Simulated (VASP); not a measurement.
# HC18N in VASP: a series of runs

The runs below take HC18N through single point, with PBEsol.

Program: VASP 6.6.1. These are calculated values, not measurements. Logs are shortened: lines on timing, memory, paths and dates and some standing lists are left out, and cuts for length are marked.

## 1. The cell of the first run

The cell holds a slab with vacuum, 20 atoms: a = 7.398 Å, b = 7.398 Å, c = 11.000 Å, α = 90.00°, β = 90.00°, γ = 120.00°.

## 2. Single point, PBEsol

Contents of INCAR:

```
  ALGO = Normal
  EDIFF = 1E-6
  ENCUT = 520
  GGA = PS
  ISIF = 2
  ISMEAR = -1
  LASPH = True
  LCHARG = False
  LREAL = Auto
  LWAVE = False
  NBANDS = 55
  NELM = 100
  PREC = Accurate
  SIGMA = 0.05
```

Contents of KPOINTS:

```
k-points
0
Gamma
  2 2 1
```

Contents of POSCAR:

```
HC18N
1.0
    7.3980000000      0.0000000000      0.0000000000
   -3.6990000000      6.4068560000      0.0000000000
    0.0000000000      0.0000000000     11.0000000000
C N H
18 1 1
Direct
    0.0106953969      0.0105655909      0.1207947497
    0.2346451636      0.1280947850      0.0937724526
    0.0094692470      0.3533171605      0.0936921318
    0.2268853965      0.4587038049      0.0912346517
    0.0062331176      0.6800980195      0.0847665948
    0.2292163115      0.7916839103      0.0855050248
    0.3412542104      0.0150455493      0.0847802667
    0.5614392183      0.1248748687      0.0847554135
    0.3400453874      0.3455239818      0.0912541431
    0.5629826475      0.4576755497      0.0864303155
    0.3390339909      0.6816373339      0.0864610638
    0.5620901400      0.7937371863      0.0908239614
    0.6685111245      0.0116616243      0.0935166375
    0.8919438081      0.1293853596      0.1207497142
    0.6730447920      0.3478613814      0.0854573717
    0.8963928028      0.4599171237      0.0847028614
    0.6750904621      0.6807293366      0.0908084391
    0.8930262148      0.7871598430      0.0935444579
    0.9575834272      0.0763196903      0.2360936365
    0.8293869412     -0.0518614999      0.2726745125
```

Potentials or basis: VASP PAW PBE potentials, release 64 (C, N, H).

On the command line:

```bash
cat potpaw_PBE.64/C/POTCAR potpaw_PBE.64/N/POTCAR potpaw_PBE.64/H/POTCAR > POTCAR
mpirun -np 1 vasp_std > vasp.out
```

OUTCAR:

```text
EDIFF = 1E-6
   ENCUT = 520
   GGA = PS
   ISIF = 2
   ISMEAR = -1
   LASPH = True
   LREAL = Auto
   NELM = 100
   PREC = Accurate

 ion  position               nearest neighbor table
   1  0.011  0.011  0.121-  18 1.46   2 1.47  19 1.48  14 1.52
   2  0.235  0.128  0.094-   9 1.39   7 1.41   1 1.47
   3  0.009  0.353  0.094-   4 1.39  16 1.41  14 1.47
   4  0.227  0.459  0.091-   3 1.39  11 1.43   9 1.45
   5  0.006  0.680  0.085-  16 1.41  18 1.41   6 1.43
   6  0.229  0.792  0.086-  11 1.41   5 1.43   7 1.43
   7  0.341  0.015  0.085-   8 1.41   2 1.41   6 1.43
   8  0.561  0.125  0.085-   7 1.41  13 1.41  15 1.43
   9  0.340  0.346  0.091-   2 1.39  10 1.43   4 1.45
  10  0.563  0.458  0.086-  15 1.41   9 1.43  17 1.43
  11  0.339  0.682  0.086-   6 1.41   4 1.43  12 1.43
  12  0.562  0.794  0.091-  13 1.40  11 1.43  17 1.45
  13  0.669  0.012  0.094-  12 1.40   8 1.41  14 1.46
  14  0.892  0.129  0.121-  13 1.46   3 1.47  19 1.48   1 1.52
  15  0.673  0.348  0.085-  10 1.41   8 1.43  16 1.43
  16  0.896  0.460  0.085-   5 1.41   3 1.41  15 1.43
  17  0.675  0.681  0.091-  18 1.40  10 1.43  12 1.45
  18  0.893  0.787  0.094-  17 1.40   5 1.41   1 1.46
  19  0.958  0.076  0.236-  20 1.03  14 1.48   1 1.48
  20  0.829  0.948  0.273-  19 1.03

  LATTYP: Found a hexagonal cell.
 ALAT       =     7.3980000000
 C/A-ratio  =     1.4868883482

  Lattice vectors:

 A1 = (   7.3980000000,   0.0000000000,   0.0000000000)
 A2 = (  -3.6990000000,   6.4068560000,   0.0000000000)
 A3 = (   0.0000000000,   0.0000000000,  11.0000000000)

Analysis of symmetry for initial positions (statically):
=====================================================================
 Subroutine PRICEL returns:
 Original cell was already a primitive cell.

 Routine SETGRP: Setting up the symmetry group for a
 hexagonal supercell.

 Subroutine GETGRP returns: Found  1 space group operations
 (whereof  1 operations were pure point group operations)
 out of a pool of 24 trial point group operations.

The static configuration has the point symmetry C_1 .

Analysis of symmetry for dynamics (positions and initial velocities):
=====================================================================
 Subroutine PRICEL returns:
 Original cell was already a primitive cell.

 Routine SETGRP: Setting up the symmetry group for a
 hexagonal supercell.

 Subroutine GETGRP returns: Found  1 space group operations
 (whereof  1 operations were pure point group operations)
 out of a pool of 24 trial point group operations.

The dynamic configuration has the point symmetry C_1 .

 Subroutine INISYM returns: Found  1 space group operations
 (whereof  1 operations are pure point group operations),
 and found     1 'primitive' translations

----------------------------------------------------------------------------------------

                                     Primitive cell

  volume of cell :     521.3771

  direct lattice vectors                    reciprocal lattice vectors
     7.398000000  0.000000000  0.000000000     0.135171668  0.078041398  0.000000000
    -3.699000000  6.406856000  0.000000000     0.000000000  0.156082796  0.000000000
     0.000000000  0.000000000 11.000000000     0.000000000  0.000000000  0.090909091

  length of vectors
     7.398000000  7.398000054 11.000000000     0.156082797  0.156082796  0.090909091

  position of ions in fractional coordinates (direct lattice)
     0.010695397  0.010565591  0.120794750
     0.234645164  0.128094785  0.093772453
     0.009469247  0.353317160  0.093692132
     0.226885397  0.458703805  0.091234652
     0.006233118  0.680098020  0.084766595
     0.229216311  0.791683910  0.085505025
[... 12 lines left out ...]
     0.957583427  0.076319690  0.236093637
     0.829386941  0.948138500  0.272674512

  ion indices of the primitive-cell ions
   primitive index   ion index
                 1           1
                 2           2
                 3           3
                 4           4
                 5           5
                 6           6
[... 12 lines left out ...]
                19          19
                20          20

----------------------------------------------------------------------------------------

 KPOINTS: k-points

Automatic generation of k-mesh.
 Grid dimensions read from file:
 generate k-points for:    2    2    1

 Generating k-lattice:

  Cartesian coordinates                     Fractional coordinates (reciprocal lattice)
     0.067585834  0.039020699  0.000000000     0.500000000 -0.000000000  0.000000000
     0.000000000  0.078041398  0.000000000     0.000000000  0.500000000  0.000000000
     0.000000000  0.000000000  0.090909091     0.000000000  0.000000000  1.000000000

  Length of vectors
     0.078041399  0.078041398  0.090909091

  Shift w.r.t. Gamma in fractional coordinates (k-lattice)
     0.000000000  0.000000000  0.000000000

 Subroutine IBZKPT returns following result:
 ===========================================

 Found      4 irreducible k-points:

 Following reciprocal coordinates:
            Coordinates               Weight
  0.000000  0.000000  0.000000      1.000000
  0.500000 -0.000000  0.000000      1.000000
  0.000000  0.500000  0.000000      1.000000
  0.500000  0.500000  0.000000      1.000000
   k-points           NKPTS =      4   k-points in BZ     NKDIM =      4   number of bands    NBANDS=     55
   number of dos      NEDOS =    301   number of ions     NIONS =     20
   total plane-waves  NPLWV = 263424
   dimension x,y,z NGX =    56 NGY =   56 NGZ =   84
   dimension x,y,z NGXF=   112 NGYF=  112 NGZF=  168
   ions per type =              18   1   1
   NGX,Y,Z   is equivalent  to a cutoff of  12.58, 12.58, 12.70 a.u.
   NGXF,Y,Z  is equivalent  to a cutoff of  25.17, 25.17, 25.39 a.u.
 SYSTEM =  unknown system
   PREC   = accura    normal or accurate (medium, high low for compatibility)
   ISTART =      0    job   : 0-new  1-cont  2-samecut
   ICHARG =      2    charge: 1-file 2-atom 10-const
   ISPIN  =      1    spin polarized calculation?
   LNONCOLLINEAR =      F non collinear calculations
   LSORBIT =      F    spin-orbit coupling
   LASPH  =      T    aspherical Exc in radial PAW
   ENCUT  =  520.0 eV  38.22 Ry    6.18 a.u.  13.76 13.76 20.45*2*pi/ulx,y,z
   NELM   =    100;   NELMIN=  2; NELMDL= -5     # of ELM steps
   EDIFF  = 0.1E-05   stopping-criterion for ELM
   LREAL  =      T    real-space projection
   EDIFFG = 0.1E-04   stopping-criterion for IOM
   NSW    =      0    number of steps for IOM
   IBRION =     -1    ionic relax: 0-MD 1-quasi-New 2-CG
   NFREE  =      0    steps in history (QN), initial steepest desc. (CG)
   ISIF   =      2    stress and relaxation
   ISYM   =      2    0-nonsym 1-usesym 2-fastsym
   POTIM  = 0.5000    time-step for ionic-motion
   TEBEG  =    0.0;   TEEND  =   0.0 temperature during run
   PSTRESS=    0.0 pullay stress
   NELECT =      78.0000    total number of electrons
   NUPDOWN=      -1.0000    fix difference up-down
   EMIN   =  10.00;   EMAX   =-10.00  energy-range for DOS
   EFERMI =   0.00;   METHOD = LEGACY
   ISMEAR =    -1;   SIGMA  =   0.05  broadening in eV -4-tet -1-fermi 0-gaus
   EFERMI_NEDOS =   21; number of points for ismear=-14 and -15
   IALGO  =     38    algorithm
   IMIX   =      4    mixing-type and parameters
     AMIX     =   0.40;   BMIX     =  1.00
     AMIX_MAG =   1.60;   BMIX_MAG =  1.00
  volume/ion in A,a.u.               =      26.07       175.92
  Fermi-wavevector in a.u.,A,eV,Ry     =   0.869072  1.642308 10.276289  0.755286
  Thomas-Fermi vector in A             =   1.987841
   LORBIT       =      0    0 simple, 1 ext, 2 COOP (PROOUT), +10 PAW based schemes
   GGA     = PS    functional components
   LHFCALC =     F    Hartree Fock is set to
   AEXX    =    0.0000 exact exchange contribution
   IVDW    =     0    specifies the selected vdW correction
   LEPSILON=     F    determine dielectric tensor
   LRPA    =     F    only Hartree local field effects (RPA)
 non-spin polarized calculation
  energy-cutoff  :      520.00
  volume of cell :      521.38
 maximum number of plane-waves:     14099
 NGX is ok and might be reduce to    56
   NGX = 27   NGY = 27   NGZ = 41

 number of electron      78.0000001 magnetization

 Free energy of the ion-electron system (eV)
  ---------------------------------------------------
  ext. energy  EPLUGINS =         0.00000000
  ---------------------------------------------------
  free energy    TOTEN  =      -183.10652702 eV

  energy without entropy =     -183.08631044  energy(sigma->0) =     -183.09641873

 E-fermi :  -1.4285     XC(G=0):  -4.1548

 val. band max:       -1.5194493305   @ k =   0.0000   0.0000   0.0000
 cond. band min:      -1.3376210209   @ k =   0.0000   0.0000   0.0000
 fundamental gap:      0.1818283096
 Fermi energy:        -1.4285358496

 k-point     1 :       0.0000    0.0000    0.0000
  band No.  band energies     occupation
      1     -22.5796      2.00000
      2     -20.4318      2.00000
      3     -18.4940      2.00000
      4     -18.4696      2.00000
      5     -18.4227      2.00000
      6     -18.3527      2.00000
[... 43 lines left out ...]
     50       4.5695      0.00000
     51       4.6223      0.00000

 k-point     2 :       0.5000   -0.0000    0.0000
  band No.  band energies     occupation
      1     -22.5408      2.00000
      2     -20.3082      2.00000
      3     -19.7518      2.00000
      4     -19.0164      2.00000
      5     -18.1754      2.00000
      6     -16.5873      2.00000
[... 43 lines left out ...]
     50       4.3875      0.00000
     51       4.5687      0.00000

 k-point     3 :       0.0000    0.5000    0.0000
  band No.  band energies     occupation
      1     -22.5408      2.00000
      2     -20.3083      2.00000
      3     -19.7515      2.00000
      4     -19.0163      2.00000
      5     -18.1756      2.00000
      6     -16.5875      2.00000
[... 43 lines left out ...]
     50       4.3877      0.00000
     51       4.5686      0.00000

 k-point     4 :       0.5000    0.5000    0.0000
  band No.  band energies     occupation
      1     -22.5391      2.00000
      2     -20.3530      2.00000
      3     -19.6690      2.00000
      4     -19.0925      2.00000
      5     -18.0725      2.00000
      6     -16.6733      2.00000
[... 43 lines left out ...]
     50       4.5269      0.00000
     51       4.7925      0.00000
 [bands above 51 left out]

------------------------ aborting loop because EDIFF is reached ----------------------------------------

  FORCE on cell =-STRESS in cart. coord.  units (eV):
  Direction    XX          YY          ZZ          XY          YZ          ZX
  --------------------------------------------------------------------------------------
  -------------------------------------------------------------------------------------
  Total        2.1906983      1.3283685      0.0577617     -0.7603416     -0.0382319     -0.0112548
  in kB        6.7319545      4.0820393      0.1775000     -2.3365084     -0.1174854     -0.0345858
  external PRESSURE =       3.6638312 kB  Pullay stress =       0.0000000 kB

 VOLUME and BASIS-vectors are now :
 -----------------------------------------------------------------------------
  energy-cutoff  :      520.00
  volume of cell :      521.38
      direct lattice vectors                 reciprocal lattice vectors
     7.398000000  0.000000000  0.000000000     0.135171668  0.078041398  0.000000000
    -3.699000000  6.406856000  0.000000000     0.000000000  0.156082796  0.000000000
     0.000000000  0.000000000 11.000000000     0.000000000  0.000000000  0.090909091

 POSITION                                       TOTAL-FORCE (eV/Angst)
 -----------------------------------------------------------------------------------
      0.04004      0.06769      1.32874         0.058332     -0.017602     -0.042492
      1.26208      0.82068      1.03150        -0.005557      0.001278     -0.007290
     -1.23687      2.26365      1.03061        -0.002197     -0.007081     -0.012342
     -0.01825      2.93885      1.00358         0.011676     -0.005876     -0.000347
     -2.46957      4.35729      0.93243         0.001813      0.000828     -0.006347
     -1.23270      5.07220      0.94056        -0.002297      0.004492      0.001641
[... 12 lines left out ...]
      6.80190      0.48897      2.59703         0.014317      0.018865      0.095680
      2.62864      6.07459      2.99942        -0.021062     -0.034319      0.037597
 -----------------------------------------------------------------------------------
    total drift:                                0.013959      0.011440      0.015644

  FREE ENERGIE OF THE ION-ELECTRON SYSTEM (eV)
  ---------------------------------------------------
  free  energy   TOTEN  =      -183.1065270246 eV

  energy  without entropy=     -183.0863104364  energy(sigma->0) =     -183.09641873
```

It took 2.2 min on 1 thread of Intel Xeon 6975P-C (Granite Rapids), shared host; peak memory 0.6 GiB.

Results:

- Free energy: -183.1065 eV
- Largest force: 0.099 eV/Å
- Band gap on the k mesh: 0.18 eV

Forces on the atoms (eV/Å):
```
C    0.058 -0.018 -0.042
C   -0.006  0.001 -0.007
C   -0.002 -0.007 -0.012
C    0.012 -0.006  0.000
C    0.002  0.001 -0.006
C   -0.002  0.004  0.002
C    0.004 -0.014 -0.008
C   -0.001  0.008  0.000
C   -0.010  0.005 -0.002
C    0.000 -0.001 -0.003
C    0.007 -0.002  0.000
C    0.011 -0.004 -0.009
C    0.006  0.011 -0.001
C   -0.059  0.033 -0.049
C    0.007  0.006  0.002
C   -0.009 -0.007  0.005
C   -0.006 -0.001 -0.003
C   -0.004  0.005  0.001
N    0.014  0.019  0.096
H   -0.021 -0.034  0.038
```

Levels at points of the mesh, in eV from the valence-band top:
| k point | band 35 | band 36 | band 37 | band 38 | band 39 | band 40 | band 41 | band 42 | band 43 | band 44 |
| --- | --- | --- | --- | --- | --- | --- | --- | --- | --- | --- |
| (0.00, 0.00, 0.00) | -3.13 | -2.99 | -2.63 | -0.84 | 0.00 | 0.18 | 1.31 | 3.32 | 3.49 | 4.69 |
| (0.50, 0.00, 0.00) | -2.72 | -2.55 | -2.36 | -2.11 | -1.44 | 1.50 | 2.08 | 2.57 | 2.59 | 3.88 |
| (0.00, 0.50, 0.00) | -2.72 | -2.55 | -2.36 | -2.11 | -1.44 | 1.50 | 2.08 | 2.57 | 2.59 | 3.88 |
| (0.50, 0.50, 0.00) | -2.66 | -2.58 | -2.43 | -2.09 | -0.88 | 0.72 | 2.10 | 2.56 | 2.88 | 3.72 |

Caveat: the k points lie up to 0.49 Å⁻¹ apart; the PAW data sets were made with another functional, which shifts forces and pressure a little.

[end of part 1 of 2]
